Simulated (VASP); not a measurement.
# Si (P2_13) in VASP: a series of runs

The runs below take Si through single point, relaxation of cell and atoms, with PBE.

Program: VASP 6.6.1. These are calculated values, not measurements. Logs are shortened: lines on timing, memory, paths and dates and some standing lists are left out, and cuts for length are marked.

## (1) The cell of the first run

Symmetry: P2_13, No. 198, cubic system. Conventional cell: a = 4.336 Å, b = 4.336 Å, c = 4.336 Å, α = 90.00°, β = 90.00°, γ = 90.00°. Within 3.7 Å of Si (site symmetry 3) lie 12 Si at 2.81 to 3.41 Å.

## (2) Single point, PBE

INCAR reads:

```
SYSTEM = Si
PREC = Accurate ; ENCUT = 520
EDIFF = 1E-6 ; ISMEAR = 0
SIGMA = 0.1 ; LREAL = .FALSE.
LASPH = .TRUE. ; NELM = 60
ALGO = Normal ; ISIF = 2
LWAVE = .FALSE. ; LCHARG = .FALSE.
GGA = PE ; NBANDS = 16
```

KPOINTS reads:

```
Automatic mesh
0
G
  4 4 4
  0 0 0
```

POSCAR reads:

```
Si
1.0
    4.3362547600      0.0000000000      0.0000000000
    0.0000000000      4.3362547600      0.0000000000
    0.0000000000      0.0000000000      4.3362547600
Si
4
Direct
    0.7993067000      0.7993067000      0.7993067000
    0.7006933000      0.2006933000      0.2993067000
    0.2006933000      0.2993067000      0.7006933000
    0.2993067000      0.7006933000      0.2006933000
```

Potentials or basis: VASP PAW PBE potentials, release 64 (Si).

On the command line:

```bash
> cat potpaw_PBE.64/Si/POTCAR > POTCAR
> mpirun -np 1 vasp_std > vasp.out
```

OUTCAR:

```text
SYSTEM = Si
   PREC = Accurate
   ENCUT = 520
   EDIFF = 1E-6
   ISMEAR = 0
   LREAL = .FALSE.
   LASPH = .TRUE.
   NELM = 60
   ISIF = 2
   GGA = PE

 ion  position               nearest neighbor table
   1  0.799  0.799  0.799-   2 2.81   3 2.81   4 2.81   2 2.81   3 2.81   4 2.81
   2  0.701  0.201  0.299-   1 2.81   3 2.81   4 2.81   1 2.81   4 2.81   3 2.81
   3  0.201  0.299  0.701-   1 2.81   2 2.81   4 2.81   4 2.81   1 2.81   2 2.81
   4  0.299  0.701  0.201-   1 2.81   2 2.81   3 2.81   3 2.81   2 2.81   1 2.81

  LATTYP: Found a simple cubic cell.
 ALAT       =     4.3362547600

  Lattice vectors:

 A1 = (   4.3362547600,   0.0000000000,   0.0000000000)
 A2 = (   0.0000000000,   4.3362547600,   0.0000000000)
 A3 = (   0.0000000000,   0.0000000000,   4.3362547600)

Analysis of symmetry for initial positions (statically):
=====================================================================
 Subroutine PRICEL returns:
 Original cell was already a primitive cell.

 Routine SETGRP: Setting up the symmetry group for a
 simple cubic supercell.

 Subroutine GETGRP returns: Found 12 space group operations
 (whereof  3 operations were pure point group operations)
 out of a pool of 48 trial point group operations.

The static configuration has the point symmetry C_3 .
 The point group associated with its full space group is T   .

Analysis of symmetry for dynamics (positions and initial velocities):
=====================================================================
 Subroutine PRICEL returns:
 Original cell was already a primitive cell.

 Routine SETGRP: Setting up the symmetry group for a
 simple cubic supercell.

 Subroutine GETGRP returns: Found 12 space group operations
 (whereof  3 operations were pure point group operations)
 out of a pool of 48 trial point group operations.

The dynamic configuration has the point symmetry C_3 .
 The point group associated with its full space group is T   .

 Subroutine INISYM returns: Found 12 space group operations
 (whereof  3 operations are pure point group operations),
 and found     1 'primitive' translations

----------------------------------------------------------------------------------------

                                     Primitive cell

  volume of cell :      81.5351

  direct lattice vectors                    reciprocal lattice vectors
     4.336254760  0.000000000  0.000000000     0.230613757  0.000000000  0.000000000
     0.000000000  4.336254760  0.000000000     0.000000000  0.230613757  0.000000000
[... 79 lines left out ...]
   IBRION =     -1    ionic relax: 0-MD 1-quasi-New 2-CG
   NFREE  =      0    steps in history (QN), initial steepest desc. (CG)
   ISIF   =      2    stress and relaxation
   ISYM   =      2    0-nonsym 1-usesym 2-fastsym
   POTIM  = 0.5000    time-step for ionic-motion
   TEBEG  =    0.0;   TEEND  =   0.0 temperature during run
   PSTRESS=    0.0 pullay stress
   NELECT =      16.0000    total number of electrons
   NUPDOWN=      -1.0000    fix difference up-down
   EMIN   =  10.00;   EMAX   =-10.00  energy-range for DOS
   EFERMI =   0.00;   METHOD = LEGACY
   ISMEAR =     0;   SIGMA  =   0.10  broadening in eV -4-tet -1-fermi 0-gaus
   EFERMI_NEDOS =   21; number of points for ismear=-14 and -15
   IALGO  =     38    algorithm
   IMIX   =      4    mixing-type and parameters
     AMIX     =   0.40;   BMIX     =  1.00
     AMIX_MAG =   1.60;   BMIX_MAG =  1.00
  volume/ion in A,a.u.               =      20.38       137.56
  Fermi-wavevector in a.u.,A,eV,Ry     =   0.951335  1.797762 12.313787  0.905038
  Thomas-Fermi vector in A             =   2.079795
   LORBIT       =      0    0 simple, 1 ext, 2 COOP (PROOUT), +10 PAW based schemes
   GGA     = PE    functional components
   LHFCALC =     F    Hartree Fock is set to
   AEXX    =    0.0000 exact exchange contribution
   IVDW    =     0    specifies the selected vdW correction
   LEPSILON=     F    determine dielectric tensor
   LRPA    =     F    only Hartree local field effects (RPA)
 non-spin polarized calculation
 Gauss-broadening in eV      SIGMA  =   0.10
  energy-cutoff  :      520.00
  volume of cell :       81.54
 maximum number of plane-waves:      2272
   NGX = 17   NGY = 17   NGZ = 17

 number of electron      16.0000001 magnetization

 Free energy of the ion-electron system (eV)
  ---------------------------------------------------
  ext. energy  EPLUGINS =         0.00000000
  ---------------------------------------------------
  free energy    TOTEN  =       -18.70738632 eV

  energy without entropy =      -18.68094763  energy(sigma->0) =      -18.69416698

 E-fermi :   6.0068     XC(G=0):  -9.7735

 val. band max:        5.9339826140   @ k =   0.2500   0.2500   0.0000
 cond. band min:       6.0273169175   @ k =   0.2500   0.2500   0.2500
 fundamental gap:      0.0933343035
 Fermi energy:         6.0068019792

 k-point     1 :       0.0000    0.0000    0.0000
  band No.  band energies     occupation
      1      -5.6142      2.00000
      2       0.7497      2.00000
      3       0.7497      2.00000
      4       0.7497      2.00000
      5       3.1152      2.00000
      6       3.1152      2.00000
[... 186 lines left out ...]
      3      -1.0968      2.00000
      4      -1.0968      2.00000
      5       1.5254      2.00000
      6       1.5254      2.00000
[... 8 lines left out ...]
     15      12.0854      0.00000
     16      12.0854      0.00000

------------------------ aborting loop because EDIFF is reached ----------------------------------------

  FORCE on cell =-STRESS in cart. coord.  units (eV):
  Direction    XX          YY          ZZ          XY          YZ          ZX
  --------------------------------------------------------------------------------------
  -------------------------------------------------------------------------------------
  Total       -5.9217212     -5.9217212     -5.9217212      0.0000000     -0.0000000     -0.0000000
  in kB     -116.3628014   -116.3628014   -116.3628014      0.0000000     -0.0000000     -0.0000000
  external PRESSURE =    -116.3628014 kB  Pullay stress =       0.0000000 kB

 VOLUME and BASIS-vectors are now :
 -----------------------------------------------------------------------------
  energy-cutoff  :      520.00
  volume of cell :       81.54
      direct lattice vectors                 reciprocal lattice vectors
     4.336254760  0.000000000  0.000000000     0.230613757  0.000000000  0.000000000
     0.000000000  4.336254760  0.000000000     0.000000000  0.230613757  0.000000000
     0.000000000  0.000000000  4.336254760     0.000000000  0.000000000  0.230613757

 POSITION                                       TOTAL-FORCE (eV/Angst)
 -----------------------------------------------------------------------------------
      3.46600      3.46600      3.46600         0.330632      0.330632      0.330632
      3.03838      0.87026      1.29787        -0.330632     -0.330632      0.330632
      0.87026      1.29787      3.03838        -0.330632      0.330632     -0.330632
      1.29787      3.03838      0.87026         0.330632     -0.330632     -0.330632
 -----------------------------------------------------------------------------------
    total drift:                                0.000000      0.000000      0.000000

  FREE ENERGIE OF THE ION-ELECTRON SYSTEM (eV)
  ---------------------------------------------------
  free  energy   TOTEN  =       -18.7073863218 eV

  energy  without entropy=      -18.6809476308  energy(sigma->0) =      -18.69416698
```

Run time: 5.9 s. Hardware: 1 thread of Intel Xeon 6975P-C (Granite Rapids), shared host; peak memory 0.16 GiB.

Results:

```
Free energy            : -18.7074 eV
Pressure               : -11.6 GPa
Largest force          : 0.573 eV/Å
Band gap on the k mesh : zero (band 8 reaches 7.68 eV, above the bottom of band 9 at 5.89 eV)
```

Forces on the atoms (eV/Å):
```
Si   0.331  0.331  0.331
Si  -0.331 -0.331  0.331
Si  -0.331  0.331 -0.331
Si   0.331 -0.331 -0.331
```

Caveat: the k points lie up to 0.36 Å⁻¹ apart.

## (3) Relaxation of cell and atoms, PBE

INCAR reads:

```
SYSTEM = Si
ALGO = Normal
EDIFF = 1E-6
EDIFFG = -0.04
ENCUT = 600
GGA = PE
IBRION = 2
ISIF = 3
ISMEAR = 0
LASPH = .True.
LCHARG = .False.
LREAL = .False.
LWAVE = .False.
NELM = 80
NSW = 90
PREC = Accurate
SIGMA = 0.1
```

KPOINTS reads:

```
k-points
0
Gamma
  4 4 4
  0 0 0
```

POSCAR is that of step 2.

Potentials or basis: VASP PAW PBE potentials, release 64 (Si).

On the command line:

```bash
> cat potpaw_PBE.64/Si/POTCAR > POTCAR
> mpirun -np 1 vasp_std > vasp.out
```

Run time: 62 s. Hardware: 1 thread of Intel Xeon 6975P-C (Granite Rapids), shared host; peak memory 0.19 GiB.

The run converged. Its results:

```
Free energy                            : -19.8819 eV
Relaxed volume                         : 17.61 Å³/atom
Relaxed cell                           : a = 4.130 Å, b = 4.130 Å, c = 4.130 Å, α = 90.00°, β = 90.00°, γ = 90.00°
Space group after relaxing (to 0.05 Å) : P2_13 (No. 198)
Energy gained by relaxing              : 293.6 meV/atom
Ionic steps                            : 15
Pressure after relaxing                : 0.1 GPa
Largest force after relaxing           : 0.019 eV/Å
Band gap on the k mesh                 : zero (band 8 reaches 8.81 eV, above the bottom of band 9 at 7.53 eV)
```

Forces on the atoms (eV/Å):
```
Si   0.011  0.011  0.011
Si  -0.011 -0.011  0.011
Si  -0.011  0.011 -0.011
Si   0.011 -0.011 -0.011
```

The path:
```
step  energy change (eV)  largest force (eV/Å)  pressure (GPa)  volume (Å³)
   1              0.0000                0.5728          -11.63        81.54
   2             -0.9467                0.2593           -3.17        65.29
   3             -0.9771                0.1577           -0.36        62.91
   4             -0.9778                0.1368            0.19        62.48
   5             -0.9817                0.1350            0.25        62.60
   6             -0.9936                0.1321            0.39        62.98
   7             -1.0181                0.1305            0.64        63.75
   8             -1.0662                0.1055            0.90        65.30
   9             -1.1382                0.0722            0.86        68.47
  10             -1.0605                0.1606           -5.07        75.11
  11             -1.1657                0.0481            0.39        69.95
  12             -1.1696                0.0048           -1.50        71.97
  13             -1.1735                0.0239           -0.51        71.02
  14             -1.0165                0.0126            8.48        63.98
  15             -1.1745                0.0194            0.14        70.44
```

Final structure:
```
CELL_PARAMETERS angstrom
4.12999 0.00000 0.00000
0.00000 4.12999 0.00000
0.00000 0.00000 4.12999
ATOMIC_POSITIONS crystal
Si 0.86976 0.86976 0.86976
Si 0.63024 0.13024 0.36976
Si 0.13024 0.36976 0.63024
Si 0.36976 0.63024 0.13024
```

Levels at points of the mesh, in eV from the Fermi level:
| k point | band 5 | band 6 | band 7 | band 8 | band 9 | band 10 | band 11 | band 12 |
| --- | --- | --- | --- | --- | --- | --- | --- | --- |
| (0.00, 0.00, 0.00) | -2.61 | -2.61 | -2.61 | 1.34 | 1.34 | 1.34 | 2.52 | 2.52 |
| (0.50, 0.00, 0.00) | -2.89 | -2.89 | -2.47 | -2.47 | 0.06 | 0.06 | 3.85 | 3.85 |
| (0.50, 0.50, 0.00) | -2.24 | -2.24 | -0.24 | -0.24 | 0.35 | 0.35 | 0.95 | 0.95 |
| (0.50, 0.50, 0.50) | -4.83 | -4.83 | -4.83 | -4.83 | 6.55 | 6.55 | 6.55 | 6.55 |

Caveat: the k points lie up to 0.38 Å⁻¹ apart in the final cell.
